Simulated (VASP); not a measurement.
**SnSe: single point with r2SCAN**

SnSe:

```
Sn Se
1.0
     4.12557    0.00000    0.00000
    -2.06278    3.57285    0.00000
     0.00000    0.00000    7.48223
Sn Se
2 2
Direct
  0.00000 0.00000 0.00000
  0.00000 0.00000 0.50000
  0.33333 0.66667 0.25000
  0.66667 0.33333 0.75000
```

```
Program             : VASP 6.6.1
Task                : single point
Functional          : r2SCAN
Potentials or basis : VASP PAW PBE potentials, release 64 (Sn_d, Se)
Cutoff              : 520 eV
k mesh              : 6 × 6 × 4
Occupations         : gaussian, width 0.1 eV
Spin                : no spin polarisation
```

The pressure is 0.3 GPa and the band gap on the k mesh is zero (bands 20 and 21 overlap by 0.66 eV).

Levels at points of the mesh, in eV from the Fermi level:
```csv
k point,band 17,band 18,band 19,band 20,band 21,band 22,band 23,band 24
"(0.00, 0.00, 0.00)",-2.32,-1.97,-1.97,0.15,1.20,2.82,2.82,2.88
"(0.50, 0.00, 0.00)",-3.66,-2.21,-1.90,-0.71,-0.05,1.24,2.02,3.86
"(0.00, 0.00, 0.50)",-2.14,-2.14,-1.43,-1.43,2.71,2.71,2.71,2.71
"(0.50, 0.00, 0.50)",-3.09,-3.09,-3.01,-3.01,2.23,2.23,2.88,2.88
```

It took 92 s on 1 thread of Intel(R) Xeon(R) 6975P-C (Granite Rapids) (shared host), peak memory 0.27 GiB.

Caveat: semilocal functionals underestimate gaps, so a narrow gap can read as zero; the PAW data sets were made with another functional, which shifts forces and pressure a little; spin-orbit coupling is left out, which moves the levels of the heavy elements.
